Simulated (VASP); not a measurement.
# InAs (F-43m) in VASP: further runs

Aim: see how the results for InAs move with the level of theory and the settings. Levels: PBE, HSE06, PBE-based screened hybrid with 30 % exact exchange, PBE-based screened hybrid with 20 % exact exchange, PBE-based screened hybrid with 100 % exact exchange. Tasks: single point.

Everything below comes from runs of VASP 6.6.1. Logs are shortened: lines on timing, memory, paths and dates and some standing lists are left out, and cuts for length are marked.

### Step 1. The cell of the first run

Symmetry: F-43m, No. 216, cubic system. Conventional cell: a = 6.109 Å, b = 6.109 Å, c = 6.109 Å, α = 90.00°, β = 90.00°, γ = 90.00°. In (site symmetry -43m) has 4 As at 2.65 Å within 3.5 Å. As (site symmetry -43m) has 4 In at 2.65 Å within 3.5 Å.

### Step 2. Single point, PBE

Input file INCAR:

```
ALGO = Normal
EDIFF = 1E-7
ENCUT = 520
GGA = PE
ISIF = 2
ISMEAR = 1
LASPH = T
LCHARG = F
LREAL = F
LWAVE = F
NBANDS = 16
NELM = 80
PREC = Accurate
SIGMA = 0.05
```

Input file KPOINTS:

```
k-points
0
Gamma
  6 6 6
```

Input file POSCAR:

```
InAs
1.0
    0.0000000000      3.0545904655      3.0545904655
    3.0545904655      0.0000000000      3.0545904655
    3.0545904655      3.0545904655      0.0000000000
In As
1 1
Direct
    0.0000000000      0.0000000000      0.0000000000
    0.2500000000      0.2500000000      0.2500000000
```

Potentials or basis: VASP PAW PBE potentials, release 64 (In_d, As).

Run with:

```console
> cat potpaw_PBE.64/In_d/POTCAR potpaw_PBE.64/As/POTCAR > POTCAR
> mpirun -np 1 vasp_std > vasp.out
```

OUTCAR:

```text
EDIFF = 1E-7
   ENCUT = 520
   GGA = PE
   ISIF = 2
   ISMEAR = 1
   LASPH = T
   LREAL = F
   NELM = 80
   PREC = Accurate

 ion  position               nearest neighbor table
   1  0.000  0.000  0.000-   2 2.65   2 2.65   2 2.65   2 2.65
   2  0.250  0.250  0.250-   1 2.65   1 2.65   1 2.65   1 2.65

  LATTYP: Found a face centered cubic cell.
 ALAT       =     6.1091809310

  Lattice vectors:

 A1 = (   0.0000000000,   3.0545904655,   3.0545904655)
 A2 = (   3.0545904655,   0.0000000000,   3.0545904655)
 A3 = (   3.0545904655,   3.0545904655,   0.0000000000)

Analysis of symmetry for initial positions (statically):
=====================================================================
 Subroutine PRICEL returns:
 Original cell was already a primitive cell.

 Routine SETGRP: Setting up the symmetry group for a
 face centered cubic supercell.

 Subroutine GETGRP returns: Found 24 space group operations
 (whereof 24 operations were pure point group operations)
 out of a pool of 48 trial point group operations.

The static configuration has the point symmetry T_d .

Analysis of symmetry for dynamics (positions and initial velocities):
=====================================================================
 Subroutine PRICEL returns:
 Original cell was already a primitive cell.

 Routine SETGRP: Setting up the symmetry group for a
 face centered cubic supercell.

 Subroutine GETGRP returns: Found 24 space group operations
 (whereof 24 operations were pure point group operations)
 out of a pool of 48 trial point group operations.

The dynamic configuration has the point symmetry T_d .

 Subroutine INISYM returns: Found 24 space group operations
 (whereof 24 operations are pure point group operations),
 and found     1 'primitive' translations

----------------------------------------------------------------------------------------

                                     Primitive cell

  volume of cell :      57.0019

  direct lattice vectors                    reciprocal lattice vectors
     0.000000000  3.054590466  3.054590466    -0.163688064  0.163688064  0.163688064
     3.054590466  0.000000000  3.054590466     0.163688064 -0.163688064  0.163688064
     3.054590466  3.054590466  0.000000000     0.163688064  0.163688064 -0.163688064

  length of vectors
     4.319843264  4.319843264  4.319843264     0.283516044  0.283516044  0.283516044

  position of ions in fractional coordinates (direct lattice)
     0.000000000  0.000000000  0.000000000
     0.250000000  0.250000000  0.250000000

  ion indices of the primitive-cell ions
   primitive index   ion index
                 1           1
                 2           2

----------------------------------------------------------------------------------------

 KPOINTS: k-points

Automatic generation of k-mesh.
 Grid dimensions read from file:
 generate k-points for:    6    6    6

 Generating k-lattice:

  Cartesian coordinates                     Fractional coordinates (reciprocal lattice)
    -0.027281344  0.027281344  0.027281344     0.166666667  0.000000000  0.000000000
     0.027281344 -0.027281344  0.027281344     0.000000000  0.166666667  0.000000000
     0.027281344  0.027281344 -0.027281344     0.000000000  0.000000000  0.166666667

  Length of vectors
     0.047252674  0.047252674  0.047252674

  Shift w.r.t. Gamma in fractional coordinates (k-lattice)
     0.000000000  0.000000000  0.000000000

 Subroutine IBZKPT returns following result:
 ===========================================

 Found     16 irreducible k-points:

 Following reciprocal coordinates:
            Coordinates               Weight
  0.000000  0.000000  0.000000      1.000000
  0.166667  0.000000  0.000000      8.000000
  0.333333  0.000000  0.000000      8.000000
  0.500000  0.000000  0.000000      4.000000
  0.166667  0.166667  0.000000      6.000000
  0.333333  0.166667  0.000000     24.000000
[... 8 lines left out ...]
 -0.333333  0.333333  0.166667     24.000000
 -0.333333  0.500000  0.166667     12.000000
   k-points           NKPTS =     16   k-points in BZ     NKDIM =     16   number of bands    NBANDS=     16
   number of dos      NEDOS =    301   number of ions     NIONS =      2
   total plane-waves  NPLWV =  32768
   dimension x,y,z NGX =    32 NGY =   32 NGZ =   32
   dimension x,y,z NGXF=    64 NGYF=   64 NGZF=   64
   ions per type =               1   1
   NGX,Y,Z   is equivalent  to a cutoff of  12.31, 12.31, 12.31 a.u.
   NGXF,Y,Z  is equivalent  to a cutoff of  24.63, 24.63, 24.63 a.u.
 SYSTEM =  unknown system
   PREC   = accura    normal or accurate (medium, high low for compatibility)
   ISTART =      0    job   : 0-new  1-cont  2-samecut
   ICHARG =      2    charge: 1-file 2-atom 10-const
   ISPIN  =      1    spin polarized calculation?
   LNONCOLLINEAR =      F non collinear calculations
   LSORBIT =      F    spin-orbit coupling
   LASPH  =      T    aspherical Exc in radial PAW
   ENCUT  =  520.0 eV  38.22 Ry    6.18 a.u.   8.03  8.03  8.03*2*pi/ulx,y,z
   NELM   =     80;   NELMIN=  2; NELMDL= -5     # of ELM steps
   EDIFF  = 0.1E-06   stopping-criterion for ELM
   LREAL  =      F    real-space projection
   EDIFFG = 0.1E-05   stopping-criterion for IOM
   NSW    =      0    number of steps for IOM
   IBRION =     -1    ionic relax: 0-MD 1-quasi-New 2-CG
   NFREE  =      0    steps in history (QN), initial steepest desc. (CG)
   ISIF   =      2    stress and relaxation
   ISYM   =      2    0-nonsym 1-usesym 2-fastsym
   POTIM  = 0.5000    time-step for ionic-motion
   TEBEG  =    0.0;   TEEND  =   0.0 temperature during run
   PSTRESS=    0.0 pullay stress
   NELECT =      18.0000    total number of electrons
   NUPDOWN=      -1.0000    fix difference up-down
   EMIN   =  10.00;   EMAX   =-10.00  energy-range for DOS
   EFERMI =   0.00;   METHOD = LEGACY
   ISMEAR =     1;   SIGMA  =   0.05  broadening in eV -4-tet -1-fermi 0-gaus
   EFERMI_NEDOS =   21; number of points for ismear=-14 and -15
   IALGO  =     38    algorithm
   IMIX   =      4    mixing-type and parameters
     AMIX     =   0.40;   BMIX     =  1.00
     AMIX_MAG =   1.60;   BMIX_MAG =  1.00
  volume/ion in A,a.u.               =      28.50       192.33
  Fermi-wavevector in a.u.,A,eV,Ry     =   1.114815  2.106694 16.909480  1.242812
  Thomas-Fermi vector in A             =   2.251413
   LORBIT       =      0    0 simple, 1 ext, 2 COOP (PROOUT), +10 PAW based schemes
   GGA     = PE    functional components
   LHFCALC =     F    Hartree Fock is set to
   AEXX    =    0.0000 exact exchange contribution
   IVDW    =     0    specifies the selected vdW correction
   LEPSILON=     F    determine dielectric tensor
   LRPA    =     F    only Hartree local field effects (RPA)
 non-spin polarized calculation
 Methfessel and Paxton  Order N= 1 SIGMA  =   0.05
  energy-cutoff  :      520.00
  volume of cell :       57.00
 maximum number of plane-waves:      1572
   NGX = 17   NGY = 17   NGZ = 17

 number of electron      17.9999996 magnetization

 Free energy of the ion-electron system (eV)
  ---------------------------------------------------
  ext. energy  EPLUGINS =         0.00000000
  ---------------------------------------------------
  free energy    TOTEN  =        -7.68712030 eV

  energy without entropy =       -7.68694744  energy(sigma->0) =       -7.68706268

 E-fermi :   4.2191     XC(G=0):  -8.9556

 val. band max:        4.2090709556   @ k =   0.0000   0.0000   0.0000
 cond. band min:       5.0967848562   @ k =   0.5000   0.0000   0.0000
 fundamental gap:      0.8877139005
 Fermi energy:         4.2191408800

 k-point     1 :       0.0000    0.0000    0.0000
  band No.  band energies     occupation
      1     -10.1299      2.00000
      2     -10.1299      2.00000
      3     -10.1299      2.00000
      4     -10.0167      2.00000
      5     -10.0167      2.00000
      6      -7.4580      2.00000
[... 8 lines left out ...]
     15      13.8067      0.00000
     16      13.8067      0.00000

 k-point     2 :       0.1667    0.0000    0.0000
  band No.  band energies     occupation
      1     -10.1591      2.00000
      2     -10.1212      2.00000
      3     -10.1212      2.00000
      4     -10.0167      2.00000
      5     -10.0167      2.00000
      6      -7.1913      2.00000
[... 8 lines left out ...]
     15      12.7638      0.00000
     16      12.7638      0.00000

 k-point     3 :       0.3333    0.0000    0.0000
  band No.  band energies     occupation
      1     -10.2130      2.00000
      2     -10.1068      2.00000
      3     -10.1068      2.00000
      4     -10.0132      2.00000
      5     -10.0132      2.00000
      6      -6.5310      2.00000
[... 8 lines left out ...]
     15      13.2182      0.00000
     16      13.2182      0.00000

 k-point     4 :       0.5000    0.0000    0.0000
  band No.  band energies     occupation
      1     -10.2381      2.00000
      2     -10.1017      2.00000
      3     -10.1017      2.00000
      4     -10.0094      2.00000
      5     -10.0094      2.00000
      6      -6.0810      2.00000
[... 8 lines left out ...]
     15      14.8444      0.00000
     16      14.8444      0.00000
[... 172 lines left out ...]
 k-point    14 :       0.5000    0.3333    0.1667
  band No.  band energies     occupation
      1     -10.2506      2.00000
      2     -10.0904      2.00000
      3     -10.0792      2.00000
      4     -10.0299      2.00000
      5     -10.0064      2.00000
      6      -6.0313      2.00000
[... 8 lines left out ...]
     15      14.6727      0.00000
     16      15.9933      0.00000

 k-point    15 :      -0.3333    0.3333    0.1667
  band No.  band energies     occupation
      1     -10.2618      2.00000
      2     -10.0899      2.00000
      3     -10.0718      2.00000
      4     -10.0263      2.00000
      5     -10.0097      2.00000
      6      -5.6876      2.00000
[... 8 lines left out ...]
     15      14.9265      0.00000
     16      15.8076      0.00000

 k-point    16 :      -0.3333    0.5000    0.1667
  band No.  band energies     occupation
      1     -10.2768      2.00000
      2     -10.0779      2.00000
      3     -10.0622      2.00000
      4     -10.0360      2.00000
      5     -10.0045      2.00000
      6      -5.5382      2.00000
[... 8 lines left out ...]
     15      15.6678      0.00000
     16      15.9139      0.00000

------------------------ aborting loop because EDIFF is reached ----------------------------------------

  FORCE on cell =-STRESS in cart. coord.  units (eV):
  Direction    XX          YY          ZZ          XY          YZ          ZX
  --------------------------------------------------------------------------------------
  -------------------------------------------------------------------------------------
  Total        0.7601315      0.7601315      0.7601315     -0.0000000      0.0000000      0.0000000
  in kB       21.3653668     21.3653668     21.3653668     -0.0000000      0.0000000      0.0000000
  external PRESSURE =      21.3653668 kB  Pullay stress =       0.0000000 kB

 VOLUME and BASIS-vectors are now :
 -----------------------------------------------------------------------------
  energy-cutoff  :      520.00
  volume of cell :       57.00
      direct lattice vectors                 reciprocal lattice vectors
     0.000000000  3.054590466  3.054590466    -0.163688064  0.163688064  0.163688064
     3.054590466  0.000000000  3.054590466     0.163688064 -0.163688064  0.163688064
     3.054590466  3.054590466  0.000000000     0.163688064  0.163688064 -0.163688064

 POSITION                                       TOTAL-FORCE (eV/Angst)
 -----------------------------------------------------------------------------------
      0.00000      0.00000      0.00000        -0.000000     -0.000000     -0.000000
      1.52730      1.52730      1.52730         0.000000      0.000000      0.000000
 -----------------------------------------------------------------------------------
    total drift:                               -0.000000     -0.000000     -0.000000

  FREE ENERGIE OF THE ION-ELECTRON SYSTEM (eV)
  ---------------------------------------------------
  free  energy   TOTEN  =        -7.6871202958 eV

  energy  without entropy=       -7.6869474444  energy(sigma->0) =       -7.68706268
```

Run time: 7.8 s. Hardware: 1 thread of Intel Xeon 6975P-C (Granite Rapids), shared host; peak memory 0.18 GiB.

Results:

```
Free energy            : -7.6871 eV
Pressure               : 2.1 GPa
Band gap on the k mesh : zero (filled and empty bands touch)
```

Levels at points of the mesh, in eV from the Fermi level:
```
           k point  band 7  band 8  band 9  band 10  band 11  band 12
(0.00, 0.00, 0.00)   -0.36   -0.01   -0.01    -0.01     3.88     3.88
(0.50, 0.00, 0.00)   -5.62   -0.95   -0.95     0.88     4.64     4.64
(0.50, 0.50, 0.00)   -5.72   -2.23   -2.23     1.58     2.04     8.98
```

Caveat: semilocal functionals underestimate gaps, and a narrow one can read as zero; spin-orbit coupling is left out, which moves the levels of the heavy elements.

(Continued in part 2 of 2.)

The gap in the log of VASP goes by the Fermi energy; the results here count the filled bands.